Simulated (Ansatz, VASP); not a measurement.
## Two plane-wave programs on Pd

```xyz
4
Lattice="2.6857 0.0000 0.0000 -1.3428 2.3259 0.0000 0.0000 0.0000 8.8507" Properties=species:S:1:pos:R:3 pbc="T T T"
Pd    1.3428    2.3259    0.0000
Pd    1.3428    2.3259    4.4254
Pd    0.0000    1.5506    2.2127
Pd    1.3428    0.7753    6.6380
```

Alike in both runs: task single point; functional revPBE; k mesh 15 × 15 × 4; occupations fermi-dirac, width 0.1 eV; no spin polarisation.

|  | VASP | Ansatz |
| --- | --- | --- |
| version | VASP 6.6.1 | Ansatz 0.2.0 |
| potentials or method | VASP PAW PBE potentials, release 64 (Pd), cutoff 520 eV | plane waves (420 eV) with PAW, scalar-relativistic |
| valence electrons in the cell | 40 | 72 |

Ansatz gave:

- pressure (GPa): 27.4
- traceless stress, the component that is largest in VASP (GPa): -0.27

Question: Estimate VASP's values.

Answer: Pressure (GPa): 27.0; traceless stress, the component that is largest in VASP (GPa): -0.28.

VASP's potentials were made for PBE, not for revPBE. VASP's potentials hold 40 valence electrons a cell and Ansatz's 72, so a difference there can come from the potentials and not from the codes.
